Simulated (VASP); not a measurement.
A run of VASP 6.6.1 is set up as follows.

The input INCAR:

```
SYSTEM = Tc
ALGO = Normal
EDIFF = 1E-7
ENCUT = 520
ISIF = 2
ISMEAR = -1
LASPH = .True.
LCHARG = .False.
LREAL = .False.
LWAVE = .False.
NBANDS = 34
NELM = 60
PREC = Accurate
SIGMA = 0.05
```

File KPOINTS:

```
k-points
0
Gamma
  6 6 6
  0 0 0
```

The input POSCAR:

```
Tc
1.0
    3.8097481558      0.0000000000      0.0000000000
    0.0000000000      3.8097481558      0.0000000000
    0.0000000000      0.0000000000      3.8097481558
Tc
4
Direct
    0.0000000000      0.0000000000      0.0000000000
    0.0000000000      0.5000000000      0.5000000000
    0.5000000000      0.0000000000      0.5000000000
    0.5000000000      0.5000000000      0.0000000000
```

Potentials or basis: VASP PAW LDA potentials, release 64 (Tc_pv).

Launch:

```bash
$ cat potpaw_LDA.64/Tc_pv/POTCAR > POTCAR
$ mpirun -np 1 vasp_std > vasp.out
```

(1) What does it give for the band gap on the k mesh?

(2) Predict the pressure.

## Answers

(1) zero (band 26 reaches 16.31 eV, above the bottom of band 27 at 12.14 eV).

(2) 0.1 GPa.
